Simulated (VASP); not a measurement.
# LiSi8O16 (a cell with a defect) in VASP: a series of runs, part 2 of 2

VASP 6.6.1. The steps go on from the part before.

## (3) Single point, PBE

File INCAR:

```
SYSTEM = LiSi8O16
PREC = Accurate
ENCUT = 520
EDIFF = 1E-6
ISMEAR = 0
SIGMA = 0.02
LREAL = Auto
LASPH = .TRUE.
NELM = 80
ALGO = Normal
ISIF = 2
LWAVE = .FALSE.
LCHARG = .TRUE.
GGA = PE
LELF = .TRUE.
LVHAR = .TRUE.
NELECT = 130.0
NBANDS = 84
```

File KPOINTS:

```
regular mesh
0
G
  2 2 2
  0 0 0
```

File POSCAR:

```
LiSi8O16
1.0
   -4.1337000000     -4.1337000000      0.0000000000
    4.1337000000     -4.1337000000      0.0000000000
    0.0000000000      0.0000000000      5.3034000000
Si O Li
8 16 1
Direct
    0.5024949803      0.5002417931      0.0076956292
    0.0040172243      0.4983632097      0.2538733643
    0.5097202264      0.5073709993      0.5008590715
   -0.0143902557      0.5142443815      0.7575638270
   -0.0021090065      0.0004168179      0.0076971377
    0.4963689915      0.0022944336      0.2538724215
   -0.0093336478     -0.0067129932      0.5008607686
    0.5147746571     -0.0135851658      0.7575626956
    0.1957240487      0.4917685125     -0.0025990874
   -0.0008050899      0.1948573917      0.2572287589
    0.8038118393      0.5056784479      0.0104391522
    0.0088956625      0.8023499528      0.2531525059
    0.1965911895      0.4982974091      0.5105236264
   -0.0230316665      0.1957294917      0.7542550062
    0.8063975373      0.5090409319      0.5004519742
   -0.0012283185      0.8075188088      0.7562686201
    0.6965734088     -0.0050227399      0.0104382095
    0.4914904323      0.6983078114      0.2531515631
    0.3046611994      0.0088910661     -0.0025988988
    0.5011886446      0.3058004935      0.2572274390
    0.6939879527     -0.0083847401      0.5004515971
    0.5016129618      0.6931389554      0.7562671117
    0.3037939376      0.0023639838      0.5105240035
    0.5234192128      0.3049282725      0.7542538749
    0.2501934103      0.2503332366      0.6907172757
```

Potentials or basis: VASP PAW PBE potentials, release 64 (Si, O, Li_sv).

Launch:

```console
cat potpaw_PBE.64/Si/POTCAR potpaw_PBE.64/O/POTCAR potpaw_PBE.64/Li_sv/POTCAR > POTCAR
mpirun -np 1 vasp_std > vasp.out
```

OUTCAR:

```text
SYSTEM = LiSi8O16
   PREC = Accurate
   ENCUT = 520
   EDIFF = 1E-6
   ISMEAR = 0
   LREAL = Auto
   LASPH = .TRUE.
   NELM = 80
   ISIF = 2
   GGA = PE
   NELECT = 130.0

 ion  position               nearest neighbor table
   1  0.502  0.500  0.008-  18 1.74  20 1.74  22 1.75  11 1.76  24 1.77   9 1.79   3 2.62  25 2.67
                             3 2.69   4 3.12   8 3.14
   2  0.004  0.498  0.254-  11 1.74  15 1.75   9 1.76  13 1.77  10 1.77  12 1.78   4 2.64   4 2.68

   3  0.510  0.507  0.501-  18 1.73  15 1.73  22 1.74  20 1.75  24 1.79  13 1.83  25 2.36   1 2.62
                             1 2.69   4 3.10   8 3.11
[... 897 lines left out ...]
  Total       16.7061635     21.6500796     14.8779748      2.2117936      0.0004869      0.0011081
  in kB      147.6811344    191.3849536    131.5200939     19.5520768      0.0043042      0.0097955
  external PRESSURE =     156.8620606 kB  Pullay stress =       0.0000000 kB

 VOLUME and BASIS-vectors are now :
 -----------------------------------------------------------------------------
  energy-cutoff  :      520.00
  volume of cell :      181.24
      direct lattice vectors                 reciprocal lattice vectors
    -4.133700000 -4.133700000  0.000000000    -0.120957012 -0.120957012  0.000000000
     4.133700000 -4.133700000  0.000000000     0.120957012 -0.120957012  0.000000000
     0.000000000  0.000000000  5.303400000     0.000000000  0.000000000  0.188558283

 POSITION                                       TOTAL-FORCE (eV/Angst)
 -----------------------------------------------------------------------------------
     -0.00931     -4.14501      0.04081        -0.009241     -0.012604     -0.003443
      2.04348     -2.07669      1.34639        -0.031861     -0.017070      0.001566
     -0.00971     -4.20435      2.65626        -0.014187     -0.014050     -0.026622
     -1.94848     -6.19995      4.01766         0.042711      0.027353      0.005783
     -4.12326     -4.12670      0.04082         0.008695      0.011172     -0.003275
     -2.04236     -2.06133      1.34639         0.031842      0.017410      0.001649
[... 17 lines left out ...]
     -0.90318     -3.42414      4.00011        -0.128288     -0.104084     -0.000537
      0.00058     -2.06903      3.66315        -0.000077     -0.000781      0.229437
 -----------------------------------------------------------------------------------
    total drift:                                0.001236      0.003074     -0.006747

  FREE ENERGIE OF THE ION-ELECTRON SYSTEM (eV)
  ---------------------------------------------------
  free  energy   TOTEN  =      -196.1680211517 eV

  energy  without entropy=     -196.1680211517  energy(sigma->0) =     -196.16802115
```

OSZICAR:

```text
N       E                     dE             d eps       ncg     rms          rms(c)
DAV:   1     0.762369149202E+03    0.76237E+03   -0.72934E+04  1344   0.155E+03
DAV:   2    -0.165688339344E+03   -0.92806E+03   -0.90052E+03  1616   0.358E+02
DAV:   3    -0.212679388656E+03   -0.46991E+02   -0.46765E+02  1776   0.813E+01
DAV:   4    -0.214437058432E+03   -0.17577E+01   -0.17541E+01  2128   0.118E+01
DAV:   5    -0.214475696072E+03   -0.38638E-01   -0.38633E-01  1672   0.142E+00    0.362E+01
DAV:   6    -0.196102795870E+03    0.18373E+02   -0.66501E+01  1568   0.288E+01    0.168E+01
DAV:   7    -0.196106287224E+03   -0.34914E-02   -0.33439E+00  1656   0.640E+00    0.602E+00
DAV:   8    -0.196143325185E+03   -0.37038E-01   -0.17503E-01  1624   0.190E+00    0.237E+00
DAV:   9    -0.196166303575E+03   -0.22978E-01   -0.55340E-02  1696   0.119E+00    0.473E-01
DAV:  10    -0.196167990666E+03   -0.16871E-02   -0.12047E-02  1696   0.478E-01    0.286E-01
DAV:  11    -0.196167920694E+03    0.69971E-04   -0.12031E-03  1832   0.165E-01    0.196E-01
DAV:  12    -0.196168000516E+03   -0.79822E-04   -0.49783E-04  1600   0.111E-01    0.410E-02
DAV:  13    -0.196168020862E+03   -0.20346E-04   -0.65756E-05  1648   0.363E-02    0.185E-02
DAV:  14    -0.196168021152E+03   -0.28938E-06   -0.66931E-06  1736   0.105E-02
   1 F= -.19616802E+03 E0= -.19616802E+03  d E =-.203902E-23
```

stdout:

```text
POSCAR found type information on POSCAR SiO Li
 POSCAR found :  3 types and      25 ions
 scaLAPACK will be used
 LDA part: xc-table for (Slater+PW92), standard interpolation
 POSCAR, INCAR and KPOINTS ok, starting setup
 FFT: planning ... GRIDC
 FFT: planning ... GRID_SOFT
 FFT: planning ... GRID
 WAVECAR not read
 entering main loop
 the old and the new charge density differ
 old charge density:   131.00000 new  130.00000
    0.362E+01
```

Run time: 3.8 min. Hardware: 1 thread of Intel Xeon Platinum 8124M at 3.00GHz (Skylake/Cascade Lake), shared host; peak memory 0.32 GiB.

Results:

* Free energy: -196.1680 eV
* Largest force: 0.229 eV/Å

Forces in eV/Å, atoms in the order of the input:
```
Si  -0.009 -0.013 -0.003
Si  -0.032 -0.017  0.002
Si  -0.014 -0.014 -0.027
Si   0.043  0.027  0.006
Si   0.009  0.011 -0.003
Si   0.032  0.017  0.002
Si   0.014  0.015 -0.026
Si  -0.043 -0.027  0.006
O   -0.050  0.040 -0.053
O    0.020  0.010 -0.008
O    0.053 -0.034  0.047
O   -0.055 -0.024 -0.025
O   -0.049  0.013 -0.007
O    0.128  0.106 -0.001
O    0.025 -0.035 -0.026
O    0.006 -0.013 -0.019
O   -0.052  0.035  0.049
O    0.055  0.024 -0.026
O    0.050 -0.041 -0.053
O   -0.020 -0.010 -0.008
O   -0.025  0.036 -0.027
O   -0.006  0.011 -0.019
O    0.048 -0.013 -0.008
O   -0.128 -0.104 -0.001
Li   0.000 -0.001  0.229
```

Caveat: the k points lie up to 0.59 Å⁻¹ apart; the cell carries a net charge on a neutralising background, which shifts energy and pressure; the cell is charged against a uniform background, so pressure and absolute levels hang on convention; the cutoff is under 1.25 times the usual one of these potentials, so pressure, stress and relaxed cells hold a basis-set (Pulay) error.

## (4) Single point, PBE

File INCAR:

```
SYSTEM = LiSi8O16
PREC = Accurate
ENCUT = 520
EDIFF = 1E-7
ISMEAR = 0
SIGMA = 0.02
LREAL = Auto
LASPH = .True.
NELM = 60
ALGO = Normal
ISIF = 2
LWAVE = .False.
LCHARG = .True.
GGA = PE
LELF = .True.
LVHAR = .True.
NBANDS = 84
NELECT = 130.0
```

File KPOINTS:

```
Automatic mesh
0
Gamma
  2 2 2
  0 0 0
```

File POSCAR:

```
LiSi8O16
1.0
   -4.1337000000     -4.1337000000      0.0000000000
    4.1337000000     -4.1337000000      0.0000000000
    0.0000000000      0.0000000000      5.3034000000
Si O Li
8 16 1
Direct
    0.4983753054      0.4964049157      0.0058268281
    0.0004277040      0.5025325979      0.2520036203
    0.5142561144      0.5148134843      0.5021371196
   -0.0066994460      0.5097565135      0.7588399894
    0.0023043520      0.0040555677      0.0058275823
    0.5002520744     -0.0020722355      0.2520032432
   -0.0135765779     -0.0143533638      0.5021376853
    0.5073788616     -0.0092957883      0.7588396123
    0.1948688826      0.5012338825      0.0024727533
    0.0089073953      0.1957615453      0.2623002225
    0.8023620485      0.4915187362      0.0065469322
   -0.0050182645      0.8038500617      0.2492606630
    0.1957418294      0.5234620316      0.5054453747
    0.0023806759      0.1966284443      0.7491767545
    0.8075311464      0.5016441687      0.5034327035
   -0.0083797808      0.8064345502      0.7592491609
    0.6983174880      0.0089409004      0.0065465550
    0.5056984058      0.6966104217      0.2492604744
    0.3058107749     -0.0007731572      0.0024725648
    0.4917712945      0.3046986961      0.2622996568
    0.6931483901     -0.0011845320      0.5034325150
    0.5090594383      0.6940259332      0.7592485952
    0.3049377071     -0.0230002177      0.5054451861
    0.4982989815      0.3038317972      0.7491760003
    0.2503389215      0.2502307860      0.5689685862
```

Launch:

```console
cat potpaw_PBE.64/Si/POTCAR potpaw_PBE.64/O/POTCAR potpaw_PBE.64/Li_sv/POTCAR > POTCAR
mpirun -np 1 vasp_std > vasp.out
```

It took 4.4 min on 1 thread of Intel Xeon Platinum 8124M at 3.00GHz (Skylake/Cascade Lake), shared host; peak memory 0.32 GiB.

It converged, with:

- Free energy: -196.1678 eV
- Largest force: 0.242 eV/Å

Forces in eV/Å, atoms in the order of the input:
```
Si  -0.017  0.033  0.000
Si   0.011 -0.007  0.005
Si   0.027 -0.038 -0.006
Si   0.013 -0.015  0.025
Si   0.017 -0.033  0.000
Si  -0.011  0.007  0.005
Si  -0.027  0.038 -0.006
Si  -0.013  0.015  0.025
O    0.011 -0.018  0.009
O   -0.042 -0.048  0.052
O   -0.024  0.054  0.028
O    0.036  0.053 -0.047
O    0.103 -0.129  0.004
O   -0.017 -0.047  0.006
O   -0.013 -0.007  0.020
O    0.034  0.026  0.026
O    0.024 -0.054  0.028
O   -0.036 -0.053 -0.047
O   -0.011  0.018  0.009
O    0.042  0.048  0.052
O    0.013  0.007  0.020
O   -0.034 -0.026  0.026
O   -0.103  0.129  0.004
O    0.017  0.047  0.006
Li   0.000  0.000 -0.242
```

Levels at points of the mesh, in eV from the Fermi level:
| k point | band 61 | band 62 | band 63 | band 64 | band 65 | band 66 | band 67 | band 68 | band 69 | band 70 |
| --- | --- | --- | --- | --- | --- | --- | --- | --- | --- | --- |
| (0.00, 0.00, 0.00) | -1.73 | -1.72 | -1.02 | -0.95 | -0.14 | 5.96 | 6.68 | 7.30 | 7.39 | 7.51 |
| (0.50, 0.00, 0.00) | -1.96 | -1.60 | -1.52 | -1.01 | -0.93 | 7.02 | 7.05 | 7.70 | 7.73 | 8.23 |
| (0.00, 0.50, 0.00) | -2.00 | -1.66 | -1.50 | -1.01 | -0.89 | 6.86 | 6.96 | 7.71 | 7.86 | 8.17 |
| (0.50, 0.50, 0.00) | -1.75 | -1.31 | -1.25 | -1.10 | -1.01 | 7.68 | 7.76 | 8.05 | 8.09 | 8.73 |
| (0.00, 0.00, 0.50) | -1.70 | -1.55 | -1.53 | -1.09 | -0.86 | 7.66 | 7.84 | 8.21 | 8.31 | 8.42 |
| (0.50, 0.00, 0.50) | -1.65 | -1.20 | -1.11 | -0.99 | -0.95 | 8.02 | 8.17 | 8.19 | 8.30 | 9.07 |
| (0.00, 0.50, 0.50) | -1.67 | -1.23 | -1.18 | -1.03 | -0.87 | 7.92 | 8.10 | 8.15 | 8.29 | 9.17 |
| (0.50, 0.50, 0.50) | -1.59 | -1.52 | -1.49 | -1.42 | -1.36 | 8.84 | 9.01 | 9.20 | 9.22 | 9.43 |

Caveat: the k points lie up to 0.59 Å⁻¹ apart; the cell carries a net charge on a neutralising background, which shifts energy and pressure; the cell is charged against a uniform background, so pressure and absolute levels hang on convention; the cutoff is under 1.25 times the usual one of these potentials, so pressure, stress and relaxed cells hold a basis-set (Pulay) error.
